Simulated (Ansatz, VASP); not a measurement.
Two plane-wave programs on Bi2Te3

```
CELL_PARAMETERS angstrom
2.23601 1.29096 10.36504
-2.23601 1.29096 10.36504
0.00000 -2.58192 10.36504
ATOMIC_POSITIONS crystal
Bi 0.40000 0.40000 0.40000
Bi 0.60000 0.60000 0.60000
Te 0.00000 0.00000 0.00000
Te 0.20950 0.20950 0.20950
Te 0.79050 0.79050 0.79050
```

Alike in both runs: task single point; functional PBE; dispersion D4; k mesh 6 × 6 × 6; no spin polarisation.

```csv
,VASP,Ansatz
version,VASP 6.6.1,Ansatz 0.2.0
potentials or method,"VASP PAW PBE potentials, release 64 (Bi_d, Te), cutoff 520 eV","plane waves, PAW"
occupations,"gaussian, width 0.01 eV",fixed
valence electrons in the cell,48,78
```

Ansatz gave:

- pressure (GPa): -3.0
- traceless stress, the component that is largest in VASP (GPa): -0.24

Problem. Estimate VASP's values.

Solution. Pressure (GPa): -3.0; traceless stress, the component that is largest in VASP (GPa): -0.23.

VASP's potentials hold 48 valence electrons a cell and Ansatz's 78, so a difference there can come from the potentials and not from the codes.

Neither program's run includes spin-orbit coupling.
